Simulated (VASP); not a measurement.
SiN, 2 atoms in the cell. It takes space group P6/mmm (No. 191, hexagonal). Conventional cell: a = 2.661 Å, b = 2.661 Å, c = 3.487 Å, α = 90.00°, β = 90.00°, γ = 120.00°. Within 2.3 Å of Si (site symmetry 6/mmm) lie 2 N at 1.74 Å. Within 2.3 Å of N (site symmetry 6/mmm) lie 2 Si at 1.74 Å. 

```yaml
Program: VASP 6.6.1
Task: single point
Functional: PBE
Potentials_or_basis: VASP PAW PBE potentials, release 64 (Si, N)
Cutoff: 600 eV
k_mesh: 9 × 9 × 4
Occupations: gaussian, width 0.2 eV
Spin: no spin polarisation
Dipole_correction: no
Further_INCAR_settings: ALGO = Normal; EDIFF = 1e-06; NBANDS = 12
```

Potentials or basis: VASP PAW PBE potentials, release 64 (Si, N).

The run is started by

```sh
$ cat potpaw_PBE.64/Si/POTCAR potpaw_PBE.64/N/POTCAR > POTCAR
$ mpirun -np 1 vasp_std > vasp.out
```

Hardware: 1 thread of AMD EPYC 7R13 (shared host).

Problem. How long does it take, and how much memory?

Solution. Wall time 19 s on 1 thread of AMD EPYC 7R13, with other jobs on the host, peak memory 0.11 GiB. Counts: scf iterations 14, k points 36.
